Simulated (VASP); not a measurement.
# Cl in VASP: a series of runs, part 3 of 3

VASP 6.6.1. Earlier steps stand in the parts before.

**5. Single point, r2SCAN (shear xy strain +2.3%)**

POSCAR

```
Cl
1.0
    3.1024544740     -1.9717736604      0.0000000000
    3.1480189377      2.0427165336      0.0000000000
    0.0000000000      0.0000000000      8.1465601234
Cl
4
Direct
    0.8756350071      0.1243649929      0.6074783214
    0.1243649929      0.8756350071      0.3925216786
    0.6243649929      0.3756350071      0.1074783214
    0.3756350071      0.6243649929      0.8925216786
```

INCAR.step1

```
SYSTEM = Cl
PREC = Accurate ; ENCUT = 520
ISMEAR = 0 ; SIGMA = 0.01
LREAL = .FALSE. ; LASPH = .TRUE.
NELM = 100 ; NBANDS = 22
GGA = PE ; ALGO = Normal
EDIFF = 1E-4 ; LWAVE = .TRUE.
LCHARG = .FALSE.
```

INCAR.step2

```
SYSTEM = Cl
PREC = Accurate ; ENCUT = 520
EDIFF = 1E-7 ; ISMEAR = 0
SIGMA = 0.01 ; LREAL = .FALSE.
LASPH = .TRUE. ; NELM = 100
ALGO = Normal ; ISIF = 2
LWAVE = .FALSE. ; LCHARG = .TRUE.
METAGGA = R2SCAN ; LMIXTAU = .TRUE.
LELF = .TRUE. ; LVHAR = .TRUE.
NBANDS = 22 ; ISTART = 1
```

KPOINTS

```
regular mesh
0
G
  8 8 4
  0 0 0
```

Potentials or basis: VASP PAW PBE potentials, release 64 (Cl).

On the command line:

```console
> cat potpaw_PBE.64/Cl/POTCAR > POTCAR
> cp INCAR.step1 INCAR
> mpirun -np 1 vasp_std > vasp.out
> cp INCAR.step2 INCAR
> mpirun -np 1 vasp_std > vasp.out
```

OUTCAR:

```text
SYSTEM = Cl
   PREC = Accurate
   ENCUT = 520
   EDIFF = 1E-7
   ISMEAR = 0
   LREAL = .FALSE.
   LASPH = .TRUE.
   NELM = 100
   ISIF = 2
   METAGGA = R2SCAN
   ISTART = 1

 ion  position               nearest neighbor table
   1  0.876  0.124  0.607-   2 2.02
   2  0.124  0.876  0.393-   1 2.02
   3  0.624  0.376  0.107-   4 2.02
   4  0.376  0.624  0.893-   3 2.02

  LATTYP: Found a simple monoclinic cell.
 ALAT       =     3.6760189242
 B/A-ratio  =     2.2161366117
 C/A-ratio  =     1.0208582487
 COS(beta)  =    -0.4160073332

  Lattice vectors:

 A1 = (   3.1024544740,  -1.9717736604,   0.0000000000)
 A2 = (   0.0000000000,   0.0000000000,   8.1465601234)
 A3 = (  -3.1480189377,  -2.0427165336,   0.0000000000)

Analysis of symmetry for initial positions (statically):
=====================================================================
 Subroutine PRICEL returns:
 Original cell was already a primitive cell.

 Routine SETGRP: Setting up the symmetry group for a
 simple monoclinic supercell.

 Subroutine GETGRP returns: Found  4 space group operations
 (whereof  2 operations were pure point group operations)
 out of a pool of  4 trial point group operations.

The static configuration has the point symmetry S_2 .
 The point group associated with its full space group is C_2h.

Analysis of symmetry for dynamics (positions and initial velocities):
=====================================================================
 Subroutine PRICEL returns:
 Original cell was already a primitive cell.

 Routine SETGRP: Setting up the symmetry group for a
 simple monoclinic supercell.

 Subroutine GETGRP returns: Found  4 space group operations
 (whereof  2 operations were pure point group operations)
 out of a pool of  4 trial point group operations.

[... 119 lines left out ...]
   EFERMI =   0.00;   METHOD = LEGACY
   ISMEAR =     0;   SIGMA  =   0.01  broadening in eV -4-tet -1-fermi 0-gaus
   EFERMI_NEDOS =   21; number of points for ismear=-14 and -15
   IALGO  =     38    algorithm
   IMIX   =      4    mixing-type and parameters
     AMIX     =   0.40;   BMIX     =  1.00
     AMIX_MAG =   1.60;   BMIX_MAG =  1.00
  volume/ion in A,a.u.               =      25.55       172.41
  Fermi-wavevector in a.u.,A,eV,Ry     =   1.063286  2.009320 15.382450  1.130578
  Thomas-Fermi vector in A             =   2.198766
   LORBIT       =      0    0 simple, 1 ext, 2 COOP (PROOUT), +10 PAW based schemes
   METAGGA = R2SCAN    functional components
   LHFCALC =     F    Hartree Fock is set to
   AEXX    =    0.0000 exact exchange contribution
   IVDW    =     0    specifies the selected vdW correction
   LEPSILON=     F    determine dielectric tensor
   LRPA    =     F    only Hartree local field effects (RPA)
 non-spin polarized calculation
 Gauss-broadening in eV      SIGMA  =   0.01
  energy-cutoff  :      520.00
  volume of cell :      102.20
 maximum number of plane-waves:      2788
   NGX = 13   NGY = 13   NGZ = 31

 number of electron      28.0000003 magnetization

 Free energy of the ion-electron system (eV)
  ---------------------------------------------------
  ext. energy  EPLUGINS =         0.00000000
  ---------------------------------------------------
  free energy    TOTEN  =       -24.57442379 eV

  energy without entropy =      -24.57442379  energy(sigma->0) =      -24.57442379

 E-fermi :   0.2181     XC(G=0):  -8.8193

 val. band max:        0.0838028421   @ k =   0.0000   0.0000   0.0000
 cond. band min:       2.6739781638   @ k =   0.0000   0.0000   0.0000
 fundamental gap:      2.5901753217
 Fermi energy:         0.2181446230

 k-point     1 :       0.0000    0.0000    0.0000
  band No.  band energies     occupation
      1     -17.5680      2.00000
      2     -17.2055      2.00000
      3     -13.5632      2.00000
      4     -12.5432      2.00000
      5      -5.9130      2.00000
      6      -4.3926      2.00000
[... 589 lines left out ...]
     21      10.9924      0.00000
     22      11.4065      0.00000

 [... further k-points ...]

------------------------ aborting loop because EDIFF is reached ----------------------------------------

  FORCE on cell =-STRESS in cart. coord.  units (eV):
  Direction    XX          YY          ZZ          XY          YZ          ZX
  --------------------------------------------------------------------------------------
  -------------------------------------------------------------------------------------
  Total        0.5132632      0.2746757     -0.2351267     -0.1196973      0.0000000      0.0000000
  in kB        8.0467237      4.3062500     -3.6862171     -1.8765636      0.0000000      0.0000000
  external PRESSURE =       2.8889189 kB  Pullay stress =       0.0000000 kB

 VOLUME and BASIS-vectors are now :
 -----------------------------------------------------------------------------
  energy-cutoff  :      520.00
  volume of cell :      102.20
      direct lattice vectors                 reciprocal lattice vectors
     3.102454474 -1.971773660  0.000000000     0.162836117 -0.250945822  0.000000000
     3.148018938  2.042716534  0.000000000     0.157180872  0.247313629  0.000000000
     0.000000000  0.000000000  8.146560123     0.000000000  0.000000000  0.122751196

 POSITION                                       TOTAL-FORCE (eV/Angst)
 -----------------------------------------------------------------------------------
      3.10812     -1.47251      4.94886        -0.005614     -0.116459     -0.203178
      3.14235      1.54345      3.19770         0.005614      0.116459      0.203178
      3.11957     -0.46379      0.87558         0.005614      0.116459     -0.203178
      3.13090      0.53473      7.27098        -0.005614     -0.116459      0.203178
 -----------------------------------------------------------------------------------
    total drift:                               -0.000000      0.000000      0.000000

  FREE ENERGIE OF THE ION-ELECTRON SYSTEM (eV)
  ---------------------------------------------------
  free  energy   TOTEN  =       -24.5744237876 eV

  energy  without entropy=      -24.5744237876  energy(sigma->0) =      -24.57442379
```

It took 19 min on 1 thread of Intel Xeon 8259CL, shared host; peak memory 0.32 GiB.

Results:

* Free energy: -24.5744 eV
* Pressure: 0.3 GPa
* Largest force: 0.234 eV/Å
* Band gap on the k mesh: 2.59 eV

Forces in eV/Å, atoms in the order of the input:
```
Cl  -0.006 -0.116 -0.203
Cl   0.006  0.116  0.203
Cl   0.006  0.116 -0.203
Cl  -0.006 -0.116  0.203
```

Caveat: the cell differs from its parent crystal (shear xy strain +2.3%); the PAW data sets were made with another functional, which shifts forces and pressure a little. A k mesh can miss the band edges.

**6. Overview**

| level | cell | smearing | gap on the mesh (eV) | pressure (GPa) | largest force (eV/Å) |
| --- | --- | --- | --- | --- | --- |
| PBE | a = 3.714, b = 3.714, c = 7.879 Å, angles 90.0, 90.0, 65.4°, 4 atoms, uniaxial z strain -3.3% | fermi-dirac 0.02 eV | 2.41 | 2.5 | 0.06 |
| r2SCAN | a = 3.714, b = 3.714, c = 7.879 Å, angles 90.0, 90.0, 65.4°, 4 atoms, uniaxial z strain -3.3% | gaussian 0.01 eV | 2.74 | 0.9 | 0.23 |
| PBE | a = 3.676, b = 3.753, c = 8.147 Å, angles 90.0, 90.0, 65.4°, 4 atoms, shear xy strain +2.3% | fermi-dirac 0.02 eV | 2.24 | 1.8 | 0.04 |
| r2SCAN | a = 3.676, b = 3.753, c = 8.147 Å, angles 90.0, 90.0, 65.4°, 4 atoms, shear xy strain +2.3% | gaussian 0.01 eV | 2.59 | 0.3 | 0.23 |

Alike in all rows: task single point; potentials or basis VASP PAW PBE potentials, release 64 (Cl); no spin polarisation; k mesh 8 × 8 × 4; cutoff (eV) 520.

Caveats: this functional lacks dispersion, which holds the molecules together, so the pressure and a relaxed volume are unreliable (at least some runs); the PAW data sets were made with another functional, which shifts forces and pressure a little (at least some runs).

Total energies depend on the potentials used, so only differences within one code and one set of settings carry meaning.
